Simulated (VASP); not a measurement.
# Si (Fmmm) in VASP: further runs

Si is run at these levels: PBE; tasks: single point.

Everything below comes from runs of VASP 6.6.1. Logs are shortened: lines on timing, memory, paths and dates and some standing lists are left out, and cuts for length are marked.

### 1 The cell of the first run

It takes space group Fmmm (No. 69, orthorhombic). Conventional cell: a = 3.861 Å, b = 10.717 Å, c = 11.048 Å, α = 90.00°, β = 90.00°, γ = 90.00°. Within 3.3 Å of Si (site symmetry m2m) lie 4 Si at 2.46 to 2.75 Å. Si (site symmetry mm2) has 4 Si at 2.49 to 2.75 Å within 3.3 Å.

### 2 Single point, PBE

Contents of INCAR:

```
ALGO = Normal
EDIFF = 1E-6
ENCUT = 520
GGA = PE
ISIF = 2
ISMEAR = 0
LASPH = T
LCHARG = T
LELF = T
LREAL = F
LVHAR = T
LWAVE = F
NBANDS = 16
NELM = 100
PREC = Accurate
SIGMA = 0.05
```

Contents of KPOINTS:

```
k-points
0
Gamma
  10 10 10
```

Contents of POSCAR:

```
Si
1.0
   -3.9059684057      3.9059684057      1.9304179815
    3.9059684057     -3.9059684057      1.9304179815
    3.7888729931      3.7888729931     -1.9304179815
Si
4
Direct
    0.1786105079      0.1786105079      0.3572210158
    0.8213894921      0.8213894921      0.6427789842
    0.1786105079      0.8213894921      0.0000000000
    0.8213894921      0.1786105079      0.0000000000
```

Potentials or basis: VASP PAW PBE potentials, release 64 (Si).

The run is started by

```sh
$ cat potpaw_PBE.64/Si/POTCAR > POTCAR
$ mpirun -np 1 vasp_std > vasp.out
```

OUTCAR:

```text
EDIFF = 1E-6
   ENCUT = 520
   GGA = PE
   ISIF = 2
   ISMEAR = 0
   LASPH = T
   LREAL = F
   NELM = 100
   PREC = Accurate

 ion  position               nearest neighbor table
   1  0.179  0.179  0.357-   2 2.46   2 2.46   3 2.75   4 2.75
   2  0.821  0.821  0.643-   1 2.46   1 2.46   4 2.75   3 2.75
   3  0.179  0.821  0.000-   4 2.49   4 2.49   2 2.75   1 2.75
   4  0.821  0.179  0.000-   3 2.49   3 2.49   2 2.75   1 2.75

  LATTYP: Found a face centered orthorhombic cell.
 ALAT       =     3.8608359630
 B/A-ratio  =     2.7757074500
 C/A-ratio  =     2.8614909033

  Lattice vectors:

 A1 = (  -0.1170954126,   7.6948413988,  -0.0000000000)
 A2 = (  -3.9059684057,   3.9059684057,   1.9304179815)
 A3 = (   3.7888729931,   3.7888729931,   1.9304179815)

Analysis of symmetry for initial positions (statically):
=====================================================================
 Subroutine PRICEL returns:
 Original cell was already a primitive cell.

 Routine SETGRP: Setting up the symmetry group for a
 face centered orthorhombic supercell.

 Subroutine GETGRP returns: Found  8 space group operations
 (whereof  8 operations were pure point group operations)
 out of a pool of  8 trial point group operations.

The static configuration has the point symmetry D_2h.

Analysis of symmetry for dynamics (positions and initial velocities):
=====================================================================
 Subroutine PRICEL returns:
 Original cell was already a primitive cell.

 Routine SETGRP: Setting up the symmetry group for a
 face centered orthorhombic supercell.

 Subroutine GETGRP returns: Found  8 space group operations
 (whereof  8 operations were pure point group operations)
 out of a pool of  8 trial point group operations.

The dynamic configuration has the point symmetry D_2h.

 Subroutine INISYM returns: Found  8 space group operations
 (whereof  8 operations are pure point group operations),
 and found     1 'primitive' translations

----------------------------------------------------------------------------------------

                                     Primitive cell

  volume of cell :     114.2747

  direct lattice vectors                    reciprocal lattice vectors
    -3.905968406  3.905968406  1.930417981     0.001978068  0.129987295  0.259011263
     3.905968406 -3.905968406  1.930417981     0.129987295  0.001978068  0.259011263
     3.788872993  3.788872993 -1.930417981     0.131965363  0.131965363  0.000000000

  length of vectors
     5.851469213  5.851469213  5.695404349     0.289805873  0.289805873  0.186627206

  position of ions in fractional coordinates (direct lattice)
     0.178610508  0.178610508  0.357221016
     0.821389492  0.821389492  0.642778984
     0.178610508  0.821389492  0.000000000
     0.821389492  0.178610508  0.000000000

  ion indices of the primitive-cell ions
   primitive index   ion index
                 1           1
                 2           2
                 3           3
                 4           4

----------------------------------------------------------------------------------------

 KPOINTS: k-points

Automatic generation of k-mesh.
 Grid dimensions read from file:
 generate k-points for:   10   10   10

 Generating k-lattice:

  Cartesian coordinates                     Fractional coordinates (reciprocal lattice)
     0.000197807  0.012998730  0.025901126     0.100000000  0.000000000  0.000000000
     0.012998730  0.000197807  0.025901126     0.000000000  0.100000000  0.000000000
     0.013196536  0.013196536  0.000000000     0.000000000  0.000000000  0.100000000

  Length of vectors
     0.028980587  0.028980587  0.018662721

  Shift w.r.t. Gamma in fractional coordinates (k-lattice)
     0.000000000  0.000000000  0.000000000

 Subroutine IBZKPT returns following result:
 ===========================================

 Found    171 irreducible k-points:

 Following reciprocal coordinates:
            Coordinates               Weight
  0.000000  0.000000  0.000000      1.000000
  0.100000 -0.000000 -0.000000      8.000000
  0.200000 -0.000000 -0.000000      8.000000
  0.300000 -0.000000 -0.000000      8.000000
  0.400000  0.000000 -0.000000      8.000000
  0.500000  0.000000 -0.000000      4.000000
[... 16 lines left out ...]
  0.300000  0.300000  0.000000      4.000000
  0.400000  0.300000  0.000000      8.000000
 [... further k-points ...]
   k-points           NKPTS =    171   k-points in BZ     NKDIM =    171   number of bands    NBANDS=     16
   number of dos      NEDOS =    301   number of ions     NIONS =      4
   total plane-waves  NPLWV =  96768
   dimension x,y,z NGX =    48 NGY =   48 NGZ =   42
   dimension x,y,z NGXF=    96 NGYF=   96 NGZF=   84
   ions per type =               4
   NGX,Y,Z   is equivalent  to a cutoff of  13.64, 13.64, 12.26 a.u.
   NGXF,Y,Z  is equivalent  to a cutoff of  27.27, 27.27, 24.52 a.u.
 SYSTEM =  unknown system
   PREC   = accura    normal or accurate (medium, high low for compatibility)
   ISTART =      0    job   : 0-new  1-cont  2-samecut
   ICHARG =      2    charge: 1-file 2-atom 10-const
   ISPIN  =      1    spin polarized calculation?
   LNONCOLLINEAR =      F non collinear calculations
   LSORBIT =      F    spin-orbit coupling
   LASPH  =      T    aspherical Exc in radial PAW
   ENCUT  =  520.0 eV  38.22 Ry    6.18 a.u.  10.88 10.88 10.59*2*pi/ulx,y,z
   NELM   =    100;   NELMIN=  2; NELMDL= -5     # of ELM steps
   EDIFF  = 0.1E-05   stopping-criterion for ELM
   LREAL  =      F    real-space projection
   EDIFFG = 0.1E-04   stopping-criterion for IOM
   NSW    =      0    number of steps for IOM
   IBRION =     -1    ionic relax: 0-MD 1-quasi-New 2-CG
   NFREE  =      0    steps in history (QN), initial steepest desc. (CG)
   ISIF   =      2    stress and relaxation
   ISYM   =      2    0-nonsym 1-usesym 2-fastsym
   POTIM  = 0.5000    time-step for ionic-motion
   TEBEG  =    0.0;   TEEND  =   0.0 temperature during run
   PSTRESS=    0.0 pullay stress
   NELECT =      16.0000    total number of electrons
   NUPDOWN=      -1.0000    fix difference up-down
   EMIN   =  10.00;   EMAX   =-10.00  energy-range for DOS
   EFERMI =   0.00;   METHOD = LEGACY
   ISMEAR =     0;   SIGMA  =   0.05  broadening in eV -4-tet -1-fermi 0-gaus
   EFERMI_NEDOS =   21; number of points for ismear=-14 and -15
   IALGO  =     38    algorithm
   IMIX   =      4    mixing-type and parameters
     AMIX     =   0.40;   BMIX     =  1.00
     AMIX_MAG =   1.60;   BMIX_MAG =  1.00
  volume/ion in A,a.u.               =      28.57       192.79
  Fermi-wavevector in a.u.,A,eV,Ry     =   0.850090  1.606437  9.832286  0.722653
  Thomas-Fermi vector in A             =   1.966013
   LORBIT       =      0    0 simple, 1 ext, 2 COOP (PROOUT), +10 PAW based schemes
   GGA     = PE    functional components
   LHFCALC =     F    Hartree Fock is set to
   AEXX    =    0.0000 exact exchange contribution
   IVDW    =     0    specifies the selected vdW correction
   LEPSILON=     F    determine dielectric tensor
   LRPA    =     F    only Hartree local field effects (RPA)
 non-spin polarized calculation
 Gauss-broadening in eV      SIGMA  =   0.05
  energy-cutoff  :      520.00
  volume of cell :      114.27
 maximum number of plane-waves:      3102
 NGX is ok and might be reduce to    48
   NGX = 21   NGY = 21   NGZ = 21

 number of electron      16.0000000 magnetization

 Free energy of the ion-electron system (eV)
  ---------------------------------------------------
  ext. energy  EPLUGINS =         0.00000000
  ---------------------------------------------------
  free energy    TOTEN  =       -19.54525854 eV

  energy without entropy =      -19.54500026  energy(sigma->0) =      -19.54512940

 E-fermi :   2.8679     XC(G=0):  -7.9810

 val. band max:        2.8203175664   @ k =   0.3000   0.2000   0.2000
 cond. band min:       2.8960693628   @ k =  -0.4000   0.4000   0.4000
 fundamental gap:      0.0757517964
 Fermi energy:         2.8679487910

 k-point     1 :       0.0000    0.0000    0.0000
  band No.  band energies     occupation
      1      -7.3909      2.00000
      2      -5.0702      2.00000
      3      -2.2060      2.00000
      4      -1.9932      2.00000
      5       0.1496      2.00000
      6       2.2308      2.00000
[... 8 lines left out ...]
     15       9.6407      0.00000
     16       9.7414      0.00000

 k-point     2 :       0.1000   -0.0000   -0.0000
  band No.  band energies     occupation
      1      -7.2886      2.00000
      2      -5.0222      2.00000
      3      -2.2216      2.00000
      4      -1.9751      2.00000
      5       0.2127      2.00000
      6       1.6250      2.00000
[... 8 lines left out ...]
     15       8.9659      0.00000
     16       9.0261      0.00000

 k-point     3 :       0.2000   -0.0000   -0.0000
  band No.  band energies     occupation
      1      -6.9858      2.00000
      2      -4.8699      2.00000
      3      -2.4482      2.00000
      4      -1.8925      2.00000
      5       0.3128      2.00000
      6       0.6767      2.00000
[... 8 lines left out ...]
     15       8.2045      0.00000
     16       8.2435      0.00000

 k-point     4 :       0.3000   -0.0000   -0.0000
  band No.  band energies     occupation
      1      -6.4988      2.00000
      2      -4.5994      2.00000
      3      -2.9841      2.00000
      4      -2.0939      2.00000
      5      -0.0715      2.00000
      6       0.4245      2.00000
[... 8 lines left out ...]
     15       8.2444      0.00000
     16       8.8827      0.00000
[... 324 lines left out ...]
 k-point    22 :      -0.2000    0.2000    0.0000
  band No.  band energies     occupation
      1      -7.2506      2.00000
      2      -5.4047      2.00000
      3      -2.1547      2.00000
      4      -1.9057      2.00000
      5       0.5521      2.00000
      6       1.7215      2.00000
[... 8 lines left out ...]
     15       8.0895      0.00000
     16       9.6591      0.00000

 k-point    23 :       0.3000    0.3000    0.0000
  band No.  band energies     occupation
      1      -5.5135      2.00000
      2      -4.8078      2.00000
      3      -3.9184      2.00000
      4      -2.3724      2.00000
      5      -0.5285      2.00000
      6       1.0785      2.00000
[... 8 lines left out ...]
     15       7.4304      0.00000
     16       9.8907      0.00000

 k-point    24 :       0.4000    0.3000    0.0000
  band No.  band energies     occupation
      1      -6.0129      2.00000
      2      -5.3691      2.00000
      3      -3.2770      2.00000
      4      -1.6854      2.00000
      5      -0.2609      2.00000
      6       0.8378      2.00000
[... 8 lines left out ...]
     15       8.3379      0.00000
     16       9.4730      0.00000

 [... further k-points ...]
[... 5 lines left out ...]
  --------------------------------------------------------------------------------------
  -------------------------------------------------------------------------------------
  Total      -10.5722526    -10.5722526     -2.4698496      0.8385768      0.0000000      0.0000000
  in kB     -148.2272307   -148.2272307    -34.6282847     11.7571833      0.0000000      0.0000000
  external PRESSURE =    -110.3609153 kB  Pullay stress =       0.0000000 kB

 VOLUME and BASIS-vectors are now :
 -----------------------------------------------------------------------------
  energy-cutoff  :      520.00
  volume of cell :      114.27
      direct lattice vectors                 reciprocal lattice vectors
    -3.905968406  3.905968406  1.930417981     0.001978068  0.129987295  0.259011263
     3.905968406 -3.905968406  1.930417981     0.129987295  0.001978068  0.259011263
     3.788872993  3.788872993 -1.930417981     0.131965363  0.131965363  0.000000000

 POSITION                                       TOTAL-FORCE (eV/Angst)
 -----------------------------------------------------------------------------------
      1.35347      1.35347     -0.00000        -0.283039     -0.283039     -0.000000
      2.43541      2.43541      1.93042         0.283039      0.283039      0.000000
      2.51067     -2.51067      1.93042         0.217607     -0.217607     -0.000000
     -2.51067      2.51067      1.93042        -0.217607      0.217607      0.000000
 -----------------------------------------------------------------------------------
    total drift:                               -0.000000     -0.000000     -0.000000

  FREE ENERGIE OF THE ION-ELECTRON SYSTEM (eV)
  ---------------------------------------------------
  free  energy   TOTEN  =       -19.5452585432 eV

  energy  without entropy=      -19.5450002648  energy(sigma->0) =      -19.54512940
```

It took 5.4 min on 1 thread of Intel Xeon Platinum 8259CL at 2.50GHz (Skylake/Cascade Lake), shared host; peak memory 0.43 GiB.

Results:

```
Free energy            : -19.5453 eV
Pressure               : -11.0 GPa
Largest force          : 0.400 eV/Å
Band gap on the k mesh : zero (bands 8 and 9 overlap by 0.11 eV)
```

Forces on the atoms (eV/Å):
```
Si  -0.283 -0.283  0.000
Si   0.283  0.283  0.000
Si   0.218 -0.218  0.000
Si  -0.218  0.218  0.000
```

Caveat: the stress differs along the axes, from -15 to -3 GPa; semilocal functionals underestimate gaps, and a narrow one can read as zero.

### 3 Single point, PBE

This run uses another cell than the first one, of 21.60 Å³/atom.

Contents of INCAR:

```
  ALGO = Normal
  EDIFF = 1E-6
  ENCUT = 520
  GGA = PE
  ISIF = 2
  ISMEAR = 0
  LASPH = T
  LCHARG = F
  LREAL = F
  LWAVE = F
  NBANDS = 16
  NELM = 80
  PREC = Accurate
  SIGMA = 0.05
```

KPOINTS is that of step 2.

Contents of POSCAR:

```
Si
1.0
   -3.4041309232      3.4041309232      1.9304179815
    3.4041309232     -3.4041309232      1.9304179815
    3.2870355106      3.2870355106     -1.9304179815
Si
4
Direct
    0.1786105079      0.1786105079      0.3572210158
    0.8213894921      0.8213894921      0.6427789842
    0.1786105079      0.8213894921      0.0000000000
    0.8213894921      0.1786105079      0.0000000000
```

Potentials or basis: VASP PAW PBE potentials, release 64 (Si).

The run is started by

```sh
$ cat potpaw_PBE.64/Si/POTCAR > POTCAR
$ mpirun -np 1 vasp_std > vasp.out
```

Run time: 4 min. Hardware: 1 thread of Intel Xeon Platinum 8259CL at 2.50GHz (Skylake/Cascade Lake), shared host; peak memory 0.33 GiB.

It converged, with:

```yaml
Free_energy: -21.2831 eV
Pressure: -0.1 GPa
Largest_force: 0.122 eV/Å
Band_gap_on_the_k_mesh: 0.19 eV (least direct gap 0.22 eV)
```

Forces on the atoms (eV/Å):
```
Si  -0.087 -0.087  0.000
Si   0.087  0.087  0.000
Si  -0.087  0.087  0.000
Si   0.087 -0.087  0.000
```

Stress tensor (GPa, compression positive):
```
-0.10  1.31  0.00
 1.31 -0.10  0.00
 0.00  0.00 -0.02
```

Levels at points of the mesh, in eV from the valence-band top:
```
           k point  band 5  band 6  band 7  band 8  band 9  band 10  band 11  band 12
(0.00, 0.00, 0.00)   -3.90   -1.74   -1.58   -0.75    1.24     1.36     1.36     2.04
(0.50, 0.00, 0.00)   -4.48   -3.63   -2.54   -1.62    0.68     2.10     2.84     3.34
(0.50, 0.50, 0.00)   -2.88   -2.10   -2.06   -1.85    1.51     1.65     1.70     3.36
(0.00, 0.00, 0.50)   -3.10   -2.26   -2.02   -1.72    1.35     1.77     1.90     4.11
(0.50, 0.50, 0.50)   -3.08   -0.43   -0.42    0.00    0.22     2.77     3.22     3.77
```

A k mesh can miss the band edges.

The gap in the log of VASP goes by the Fermi energy; the results here count the filled bands.